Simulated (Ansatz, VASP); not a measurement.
# Two plane-wave programs on MoS2

File POSCAR:

```
MoS2
1.0
    1.6109882594      0.9301045052      6.2706188579
   -1.6109882594      0.9301045052      6.2706188579
    0.0000000000     -1.8602090104      6.2706188579
Mo S
1 2
Direct
    0.0000000000      0.0000000000      0.0000000000
    0.4170000000      0.4170000000      0.4170000000
    0.2500000000      0.2500000000      0.2500000000
```

File INCAR.step1:

```
PREC = Accurate
ENCUT = 520
ISMEAR = -1
SIGMA = 0.05
LREAL = F
LASPH = T
NELM = 100
NBANDS = 20
GGA = PE
ALGO = Normal
EDIFF = 1E-4
LWAVE = T
LCHARG = F
```

Contents of INCAR.step2:

```
PREC = Accurate
ENCUT = 520
EDIFF = 1E-6
ISMEAR = -1
SIGMA = 0.05
LREAL = F
LASPH = T
NELM = 100
ALGO = Normal
ISIF = 2
LWAVE = F
LCHARG = T
METAGGA = R2SCAN
LMIXTAU = T
LELF = T
LVHAR = T
NBANDS = 20
ISTART = 1
```

File KPOINTS:

```
regular mesh
0
Gamma
  10 10 10
```

File input.yaml:

```yaml
crystal:
  lattice:
    - [1.6109882594, 0.9301045052, 6.2706188579]
    - [-1.6109882594, 0.9301045052, 6.2706188579]
    - [0.0, -1.8602090104, 6.2706188579]
  atoms:
    - { symbol: Mo, position: [0.0, 0.0, 0.0] }
    - { symbol: S, position: [0.417, 0.417, 0.417] }
    - { symbol: S, position: [0.25, 0.25, 0.25] }
hamiltonian:
  xc: r2scan
  pseudopotentials: { kind: paw }
kpoints:
  mp_grid: { grid: [10, 10, 10] }
scf:
  occupations: { method: fermi_dirac, width: 0.05 }
output:
  forces: true
  stress: true
  eigenvalues: true
```

Alike in both runs: task single point; functional r2SCAN; k mesh 10 × 10 × 10; occupations fermi-dirac, width 0.05 eV; no spin polarisation.

```csv
,VASP,Ansatz
version,VASP 6.6.1,Ansatz 0.2.0
potentials or method,"VASP PAW PBE potentials, release 64 (Mo_sv, S)",Ansatz PAW
plane-wave cutoff (eV),520,500
valence electrons in the cell,26,26
```

VASP gave:

| Item | Value |
| --- | --- |
| gap on the k mesh at the Fermi level (eV) | 1.09 |
| least direct gap on the mesh (eV) | 1.92 |
| pressure (GPa) | -4.4 |
| rms of the force components (eV/Å) | 0.288 |

**Question.** What did Ansatz give for the same quantities?

**Answer.** gap on the k mesh at the Fermi level (eV): 1.08; least direct gap on the mesh (eV): 1.91; pressure (GPa): -4.5; rms of the force components (eV/Å): 0.290.

VASP's potentials were made for PBE, not for r2SCAN. Atom by atom the forces differ by 0.002 eV/Å (rms over components).
